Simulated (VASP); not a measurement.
Crystal: SnO.

```
Sn O
1.0
     3.88849    0.00000    0.00000
     0.00000    3.88849    0.00000
     0.00000    0.00000    4.98276
Sn O
2 2
Cartesian
  1.9442 0.0000 3.8099
  0.0000 1.9442 1.1728
  0.0000 0.0000 0.0000
  1.9442 1.9442 0.0000
```

Base run:

| Item | Value |
| --- | --- |
| Program | VASP 6.6.1 |
| Functional | r2SCAN |
| Potentials or basis | VASP PAW PBE potentials, release 64 (Sn_d, O) |
| Cutoff | 520 eV |
| k mesh | 7 × 7 × 6 |
| Occupations | fermi-dirac, width 0.05 eV |
| Spin | no spin polarisation |

Its results: band gap on the k mesh 0.73 eV, indirect (least direct gap 2.31 eV); pressure -4.9 GPa; largest force 0.760 eV/Å.

Problem. The run is repeated on the same cell with these changes: functional from r2SCAN to BLYP. What comes out?

Solution. Band gap on the k mesh 0.76 eV, indirect (least direct gap 2.12 eV); pressure 2.7 GPa; largest force 0.132 eV/Å.

Caveats: the PAW data sets were made with another functional, which shifts forces and pressure a little; spin-orbit coupling is left out, which moves the levels of the heavy elements.

A k mesh can miss the band edges.
